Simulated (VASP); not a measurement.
# NaHF2 (R-3m) in VASP: further runs, part 3 of 3

VASP 6.6.1.

## 6. Single point, LDA (zz strain of +1 %)

File INCAR:

```
ALGO = Normal ; EDIFF = 1E-6
ENCUT = 520 ; GGA = CA
ISIF = 2 ; ISMEAR = -1
LASPH = T ; LCHARG = F
LREAL = F ; LWAVE = F
NBANDS = 19 ; NELM = 60
PREC = Accurate ; SIGMA = 0.02
```

File KPOINTS:

```
k-points
0
Gamma
  10 10 10
```

File POSCAR:

```
NaHF2
1.0
    1.7284452171      0.9979183114      4.6852594058
   -1.7284452171      0.9979183114      4.6852594058
    0.0000000000     -1.9958366228      4.6852594058
Na H F
1 1 2
Direct
    0.0000000000      0.0000000000      0.0000000000
    0.5000000000      0.5000000000      0.5000000000
    0.4100000000      0.4100000000      0.4100000000
    0.5900000000      0.5900000000      0.5900000000
```

Potentials or basis: VASP PAW LDA potentials, release 64 (Na_pv, H, F).

Run with:

```
cat potpaw_LDA.64/Na_pv/POTCAR potpaw_LDA.64/H/POTCAR potpaw_LDA.64/F/POTCAR > POTCAR
mpirun -np 1 vasp_std > vasp.out
```

OUTCAR:

```text
EDIFF = 1E-6
   ENCUT = 520
   GGA = CA
   ISIF = 2
   ISMEAR = -1
   LASPH = T
   LREAL = F
   NELM = 60
   PREC = Accurate

 ion  position               nearest neighbor table
   1  0.000  0.000  0.000-   4 2.27   4 2.27   3 2.27   3 2.27   4 2.27   3 2.27
   2  0.500  0.500  0.500-   3 1.27   4 1.27
   3  0.410  0.410  0.410-   2 1.27   1 2.27   1 2.27   1 2.27
   4  0.590  0.590  0.590-   2 1.27   1 2.27   1 2.27   1 2.27

  LATTYP: Found a trigonal (rhomboedric) cell.
 ALAT       =     5.0926436675
 COS(alpha) =     0.7696147585

  Lattice vectors:

 A1 = (   1.7284452171,   0.9979183114,   4.6852594058)
 A2 = (  -1.7284452171,   0.9979183114,   4.6852594058)
 A3 = (   0.0000000000,  -1.9958366228,   4.6852594058)

Analysis of symmetry for initial positions (statically):
=====================================================================
 Subroutine PRICEL returns:
 Original cell was already a primitive cell.

 Routine SETGRP: Setting up the symmetry group for a
 trigonal (rhombohedral) supercell.

 Subroutine GETGRP returns: Found 12 space group operations
 (whereof 12 operations were pure point group operations)
 out of a pool of 12 trial point group operations.

The static configuration has the point symmetry D_3d.

Analysis of symmetry for dynamics (positions and initial velocities):
=====================================================================
 Subroutine PRICEL returns:
 Original cell was already a primitive cell.

 Routine SETGRP: Setting up the symmetry group for a
 trigonal (rhombohedral) supercell.

 Subroutine GETGRP returns: Found 12 space group operations
 (whereof 12 operations were pure point group operations)
 out of a pool of 12 trial point group operations.

The dynamic configuration has the point symmetry D_3d.

 Subroutine INISYM returns: Found 12 space group operations
 (whereof 12 operations are pure point group operations),
 and found     1 'primitive' translations

----------------------------------------------------------------------------------------

                                     Primitive cell

  volume of cell :      48.4881

  direct lattice vectors                    reciprocal lattice vectors
     1.728445217  0.997918311  4.685259406     0.289277320  0.167014339  0.071145118
    -1.728445217  0.997918311  4.685259406    -0.289277320  0.167014339  0.071145118
     0.000000000 -1.995836623  4.685259406     0.000000000 -0.334028677  0.071145118

  length of vectors
     5.092643668  5.092643668  5.092643668     0.341521280  0.341521280  0.341521280

  position of ions in fractional coordinates (direct lattice)
     0.000000000  0.000000000  0.000000000
     0.500000000  0.500000000  0.500000000
     0.410000000  0.410000000  0.410000000
     0.590000000  0.590000000  0.590000000

  ion indices of the primitive-cell ions
   primitive index   ion index
                 1           1
                 2           2
                 3           3
                 4           4

----------------------------------------------------------------------------------------

 KPOINTS: k-points

Automatic generation of k-mesh.
 Grid dimensions read from file:
 generate k-points for:   10   10   10

 Generating k-lattice:

  Cartesian coordinates                     Fractional coordinates (reciprocal lattice)
     0.028927732  0.016701434  0.007114512     0.100000000 -0.000000000  0.000000000
    -0.028927732  0.016701434  0.007114512    -0.000000000  0.100000000  0.000000000
     0.000000000 -0.033402868  0.007114512     0.000000000  0.000000000  0.100000000

  Length of vectors
     0.034152128  0.034152128  0.034152128

  Shift w.r.t. Gamma in fractional coordinates (k-lattice)
     0.000000000  0.000000000  0.000000000

 Subroutine IBZKPT returns following result:
 ===========================================

 Found    116 irreducible k-points:

 Following reciprocal coordinates:
            Coordinates               Weight
  0.000000  0.000000  0.000000      1.000000
  0.100000  0.000000  0.000000      6.000000
  0.200000  0.000000  0.000000      6.000000
  0.300000  0.000000 -0.000000      6.000000
  0.400000  0.000000  0.000000      6.000000
  0.500000  0.000000 -0.000000      3.000000
[... 16 lines left out ...]
  0.300000  0.300000 -0.000000      6.000000
  0.400000  0.300000 -0.000000     12.000000
 [... further k-points ...]
   k-points           NKPTS =    116   k-points in BZ     NKDIM =    116   number of bands    NBANDS=     19
   number of dos      NEDOS =    301   number of ions     NIONS =      4
   total plane-waves  NPLWV =  64000
   dimension x,y,z NGX =    40 NGY =   40 NGZ =   40
   dimension x,y,z NGXF=    80 NGYF=   80 NGZF=   80
   ions per type =               1   1   2
   NGX,Y,Z   is equivalent  to a cutoff of  13.06, 13.06, 13.06 a.u.
   NGXF,Y,Z  is equivalent  to a cutoff of  26.12, 26.12, 26.12 a.u.
 SYSTEM =  unknown system
   PREC   = accura    normal or accurate (medium, high low for compatibility)
   ISTART =      0    job   : 0-new  1-cont  2-samecut
   ICHARG =      2    charge: 1-file 2-atom 10-const
   ISPIN  =      1    spin polarized calculation?
   LNONCOLLINEAR =      F non collinear calculations
   LSORBIT =      F    spin-orbit coupling
   LASPH  =      T    aspherical Exc in radial PAW
   ENCUT  =  520.0 eV  38.22 Ry    6.18 a.u.   9.47  9.47  9.47*2*pi/ulx,y,z
   NELM   =     60;   NELMIN=  2; NELMDL= -5     # of ELM steps
   EDIFF  = 0.1E-05   stopping-criterion for ELM
   LREAL  =      F    real-space projection
   EDIFFG = 0.1E-04   stopping-criterion for IOM
   NSW    =      0    number of steps for IOM
   IBRION =     -1    ionic relax: 0-MD 1-quasi-New 2-CG
   NFREE  =      0    steps in history (QN), initial steepest desc. (CG)
   ISIF   =      2    stress and relaxation
   ISYM   =      2    0-nonsym 1-usesym 2-fastsym
   POTIM  = 0.5000    time-step for ionic-motion
   TEBEG  =    0.0;   TEEND  =   0.0 temperature during run
   PSTRESS=    0.0 pullay stress
   NELECT =      22.0000    total number of electrons
   NUPDOWN=      -1.0000    fix difference up-down
   EMIN   =  10.00;   EMAX   =-10.00  energy-range for DOS
   EFERMI =   0.00;   METHOD = LEGACY
   ISMEAR =    -1;   SIGMA  =   0.02  broadening in eV -4-tet -1-fermi 0-gaus
   EFERMI_NEDOS =   21; number of points for ismear=-14 and -15
   IALGO  =     38    algorithm
   IMIX   =      4    mixing-type and parameters
     AMIX     =   0.40;   BMIX     =  1.00
     AMIX_MAG =   1.60;   BMIX_MAG =  1.00
  volume/ion in A,a.u.               =      12.12        81.80
  Fermi-wavevector in a.u.,A,eV,Ry     =   1.257971  2.377220 21.531091  1.582491
  Thomas-Fermi vector in A             =   2.391603
   LORBIT       =      0    0 simple, 1 ext, 2 COOP (PROOUT), +10 PAW based schemes
   GGA     = CA    functional components
   LHFCALC =     F    Hartree Fock is set to
   AEXX    =    0.0000 exact exchange contribution
   IVDW    =     0    specifies the selected vdW correction
   LEPSILON=     F    determine dielectric tensor
   LRPA    =     F    only Hartree local field effects (RPA)
 non-spin polarized calculation
  energy-cutoff  :      520.00
  volume of cell :       48.49
 maximum number of plane-waves:      1327
 NGX is ok and might be reduce to    40
   NGX = 19   NGY = 19   NGZ = 19

 number of electron      21.9999993 magnetization

 Free energy of the ion-electron system (eV)
  ---------------------------------------------------
  ext. energy  EPLUGINS =         0.00000000
  ---------------------------------------------------
  free energy    TOTEN  =       -18.44273146 eV

  energy without entropy =      -18.44273146  energy(sigma->0) =      -18.44273146

 E-fermi :  -3.8802     XC(G=0):  -8.7962

 val. band max:       -4.3359315457   @ k =   0.5000   0.5000   0.5000
 cond. band min:       1.9227583600   @ k =   0.0000   0.0000   0.0000
 fundamental gap:      6.2586899057
 Fermi energy:        -3.8802426306

 k-point     1 :       0.0000    0.0000    0.0000
  band No.  band energies     occupation
      1     -23.9147      2.00000
      2     -23.3689      2.00000
      3     -22.3792      2.00000
      4     -22.3792      2.00000
      5     -22.1065      2.00000
      6      -8.6546      2.00000
[... 11 lines left out ...]
     18      16.4331      0.00000
     19      16.4331      0.00000
[... 485 lines left out ...]
 k-point    24 :       0.4000    0.3000   -0.0000
  band No.  band energies     occupation
      1     -23.8528      2.00000
      2     -23.4008      2.00000
      3     -22.4153      2.00000
      4     -22.3568      2.00000
      5     -22.0899      2.00000
      6      -8.1999      2.00000
[... 11 lines left out ...]
     18      14.9311      0.00000
     19      15.2650      0.00000

 [... further k-points ...]
[... 5 lines left out ...]
  --------------------------------------------------------------------------------------
  -------------------------------------------------------------------------------------
  Total       -0.5331037     -0.5331037     -5.8672003      0.0000000      0.0000000      0.0000000
  in kB      -17.6151681    -17.6151681   -193.8679382      0.0000000      0.0000000      0.0000000
  external PRESSURE =     -76.3660915 kB  Pullay stress =       0.0000000 kB

 VOLUME and BASIS-vectors are now :
 -----------------------------------------------------------------------------
  energy-cutoff  :      520.00
  volume of cell :       48.49
      direct lattice vectors                 reciprocal lattice vectors
     1.728445217  0.997918311  4.685259406     0.289277320  0.167014339  0.071145118
    -1.728445217  0.997918311  4.685259406    -0.289277320  0.167014339  0.071145118
     0.000000000 -1.995836623  4.685259406     0.000000000 -0.334028677  0.071145118

 POSITION                                       TOTAL-FORCE (eV/Angst)
 -----------------------------------------------------------------------------------
      0.00000      0.00000      0.00000         0.000000     -0.000000     -0.000000
      0.00000      0.00000      7.02789        -0.000000     -0.000000     -0.000000
      0.00000      0.00000      5.76287         0.000000      0.000000      2.238685
      0.00000      0.00000      8.29291         0.000000     -0.000000     -2.238685
 -----------------------------------------------------------------------------------
    total drift:                                0.000000      0.000000     -0.000000

  FREE ENERGIE OF THE ION-ELECTRON SYSTEM (eV)
  ---------------------------------------------------
  free  energy   TOTEN  =       -18.4427314593 eV

  energy  without entropy=      -18.4427314593  energy(sigma->0) =      -18.44273146
```

stdout:

```text
POSCAR found type information on POSCAR NaH F
 POSCAR found :  3 types and       4 ions
 scaLAPACK will be used
 LDA part: xc-table for (Slater(with rela. corr.)+CA(PZ))
 , standard interpolation
 POSCAR, INCAR and KPOINTS ok, starting setup
 FFT: planning ... GRIDC
 FFT: planning ... GRID_SOFT
 FFT: planning ... GRID
 WAVECAR not read
 entering main loop
```

It took 2.5 min on 1 thread of Oxide Virtual Turin-like, shared host; peak memory 0.21 GiB.

Results:

```yaml
Free_energy: -18.4427 eV
Pressure: -7.6 GPa
Largest_force: 2.239 eV/Å
Band_gap_on_the_k_mesh: 6.26 eV (least direct gap 6.55 eV)
```

Forces on the atoms (eV/Å):
```
Na   0.000  0.000  0.000
H    0.000  0.000  0.000
F    0.000  0.000  2.239
F    0.000  0.000 -2.239
```

Caveat: the cell differs from its parent crystal (zz strain of +1 %); the stress differs along the axes, from -19 to -2 GPa; forces of over 1 eV/Å act on the atoms, so gaps and moduli don't describe the material at rest. A k mesh can miss the band edges.

## 7. Summary

```tsv
cell	gap on the mesh (eV)	pressure (GPa)	largest force (eV/Å)
a = 4.982 Å, angles 40.0°, 4 atoms	6.47	-5.4	2.02
a = 4.965 Å, angles 40.7°, 4 atoms	6.44	-5.7	1.85
a = 5.033 Å, angles 40.0°, 4 atoms	6.36	-6.7	2.10
a = 5.007 Å, angles 40.4°, 4 atoms	6.38	-6.4	2.00
a = 5.093 Å, angles 39.7°, 4 atoms	6.26	-7.6	2.24
```

Alike in all rows: task single point; level LDA; potentials or basis VASP PAW LDA potentials, release 64 (Na_pv, H, F); no spin polarisation; k mesh 10 × 10 × 10; cutoff (eV) 520; smearing fermi-dirac 0.02 eV.

Caveats: forces of over 1 eV/Å act on the atoms, so gaps and moduli don't describe the material at rest; the stress differs along the axes, from -15 to -0 GPa (at least some runs); the stress differs along the axes, from -14 to -1 GPa (at least some runs); the stress differs along the axes, from -17 to -1 GPa (at least some runs); the stress differs along the axes, from -16 to -1 GPa (at least some runs); the stress differs along the axes, from -19 to -2 GPa (at least some runs).

Absolute energies hang on the potentials; compare differences alone.
